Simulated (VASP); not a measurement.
## H7RuC16: single point with PBE

The system is H7RuC16, a slab with vacuum.

```xyz
24
Lattice="5.0487 0.0000 0.0000 2.5244 4.3723 0.0000 0.0000 0.0000 15.7764" Properties=species:S:1:pos:R:3 pbc="T T T"
H     1.2622    0.7287    1.0000
H     3.7866    0.7287    1.0000
H     2.5244    2.9149    1.0000
H     5.0487    2.9149    1.0000
H     2.5381    0.0077    5.7647
H     1.2885    2.1896    5.7784
H     3.7570    2.1627    5.8089
C     1.2622    0.7287    2.1000
C     3.7866    0.7287    2.1000
C     2.5244    2.9149    2.1000
C     5.0487    2.9149    2.1000
C     0.0000    1.4574    2.6153
C     2.5244    1.4574    2.6153
C     1.2622    3.6436    2.6153
C     3.7866    3.6436    2.6153
C    -0.0050    1.4605    4.1928
C     2.5182    1.4612    4.1627
C     1.2595    3.6476    4.1602
C     3.7830    3.6509    4.1590
C    -0.0079   -0.0029    4.6762
C     2.5271    0.0068    4.6497
C     1.2571    2.1905    4.6578
C     3.7724    2.1938    4.6613
Ru    2.7973    3.8130    6.6838
```

| Quantity | Value |
| --- | --- |
| Program | VASP 6.6.1 |
| Task | single point |
| Functional | PBE |
| Potentials or basis | VASP PAW PBE potentials, release 64 (H, C, Ru_pv) |
| Cutoff | 520 eV |
| k mesh | 3 × 3 × 1 |
| Occupations | gaussian, width 0.02 eV |
| Spin | collinear spin, ferromagnetic start |
| Starting moments | [0.0, 0.0, 0.0, 0.0, 0.0, 0.0, 0.0, 0.0, 0.0, 0.0, 0.0, 0.0, 0.0, 0.0, 0.0, 0.0, 0.0, 0.0, 0.0, 0.0, 0.0, 0.0, 0.0, 1.67] μB |
| Dipole correction | no |
| Further INCAR settings | LREAL = Auto; ALGO = Normal; EDIFF = 1e-06; NBANDS = 64 |

```json
{
 "Largest force": "1.182 eV/Å",
 "Band gap on the k mesh": "0.59 eV, indirect (least direct gap 0.62 eV)",
 "Net moment": "3.00 μB per cell",
 "Site moments": "H +0.00, -0.00, +0.01; C +0.00, -0.00, +0.01, -0.02, +0.02, +0.03, +0.04; Ru +2.30 μB",
 "Valence electrons inside the program's atomic spheres": "H 0.69, 0.68, 0.67, 0.66; C 2.59, 2.55, 2.56, 2.58, 2.57, 2.51, 2.60; Ru 12.41"
}
```

Forces in eV/Å, atoms in the order of the input:
```
H   -0.010  0.010 -0.188
H    0.001  0.010 -0.194
H   -0.001  0.001 -0.191
H   -0.001 -0.011 -0.211
H    0.034  0.001  0.005
H   -0.098 -0.022  0.019
H    0.151 -0.105 -0.272
C   -0.015 -0.005  1.166
C    0.021 -0.005  1.122
C   -0.003  0.010  1.066
C    0.002 -0.004  1.089
C   -0.100 -0.018 -0.700
C    0.004  0.068 -1.000
C    0.005  0.047 -1.108
C   -0.017 -0.007 -1.181
C   -0.078 -0.304  0.269
C    0.003 -0.006  0.221
C    0.171  0.053  0.419
C   -0.110  0.047  0.311
C    0.177 -0.131 -0.200
C   -0.149 -0.079 -0.171
C    0.096  0.073 -0.209
C    0.141 -0.065 -0.213
Ru  -0.221  0.442  0.152
```

Levels at points of the mesh, in eV from the valence-band top:
Spin up:
```csv
k point,band 40,band 41,band 42,band 43,band 44,band 45,band 46,band 47,band 48,band 49
"(0.00, 0.00, 0.00)",-1.05,-1.03,-0.53,-0.52,-0.32,1.33,2.61,4.08,4.87,5.02
```
Spin down:
| k point | band 37 | band 38 | band 39 | band 40 | band 41 | band 42 | band 43 | band 44 | band 45 | band 46 |
| --- | --- | --- | --- | --- | --- | --- | --- | --- | --- | --- |
| (0.00, 0.00, 0.00) | -1.90 | -0.59 | -0.57 | -0.10 | -0.04 | 0.64 | 0.77 | 0.93 | 1.99 | 2.67 |

Run time: 17 min on 1 thread of Oxide Virtual Turin-like Processor, on a shared host, peak memory 0.63 GiB.

Caveat: the k points lie up to 0.48 Å⁻¹ apart.
